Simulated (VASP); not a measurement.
Wanted: the native input for a VASP 6.6.1 run.

| Quantity | Value |
| --- | --- |
| Task | single point |
| Functional | PBE |
| Potentials or basis | VASP PAW PBE potentials, release 64 (Be, Au) |
| Cutoff | 520 eV |
| k mesh | 8 × 8 × 8 |
| Occupations | gaussian, width 0.1 eV |
| Spin | no spin polarisation |
| Dipole correction | no |
| Further INCAR settings | ALGO = Normal; EDIFF = 1e-06; NBANDS = 16 |

The structure of Be3Au lies in POSCAR:

```
Be3Au
1.0
   -1.7450845035      1.7450845035      3.4762891744
    1.7450845035     -1.7450845035      3.4762891744
    1.7450845035      1.7450845035     -3.4762891744
Be Au
3 1
Direct
    0.5000000000      0.5000000000      0.0000000000
    0.2500000000      0.7500000000      0.5000000000
    0.7500000000      0.2500000000      0.5000000000
    0.0000000000      0.0000000000      0.0000000000
```

These files were run (other wordings do the same):

INCAR

```
SYSTEM = Be3Au
ALGO     = Normal         ! electronic algorithm
EDIFF    = 1E-6           ! SCF threshold, eV
ENCUT    = 520            ! plane-wave cutoff, eV
GGA      = PE             ! functional
ISIF     = 2              ! what is computed and relaxed
ISMEAR   = 0              ! smearing method
LASPH    = .TRUE.         ! aspherical terms in the spheres
LCHARG   = .TRUE.         ! write CHGCAR
LELF     = .TRUE.         ! ELF
LREAL    = .FALSE.        ! projectors in reciprocal space
LVHAR    = .TRUE.       
LWAVE    = .FALSE.        ! write WAVECAR
NBANDS   = 16             ! bands
NELM     = 60             ! most SCF steps
PREC     = Accurate       ! precision mode
SIGMA    = 0.1            ! smearing width, eV
```

KPOINTS

```
k-points
0
G
  8 8 8
  0 0 0
```

Potentials or basis: VASP PAW PBE potentials, release 64 (Be, Au).

Launch:

```sh
$ cat potpaw_PBE.64/Be/POTCAR potpaw_PBE.64/Au/POTCAR > POTCAR
$ mpirun -np 1 vasp_std > vasp.out
```

It gave:

```json
{
 "Pressure": "-0.1 GPa"
}
```

Run time: 48 s on 1 thread of AMD EPYC 7R43 64-Core Processor (Zen 3), on a shared host, peak memory 0.16 GiB.
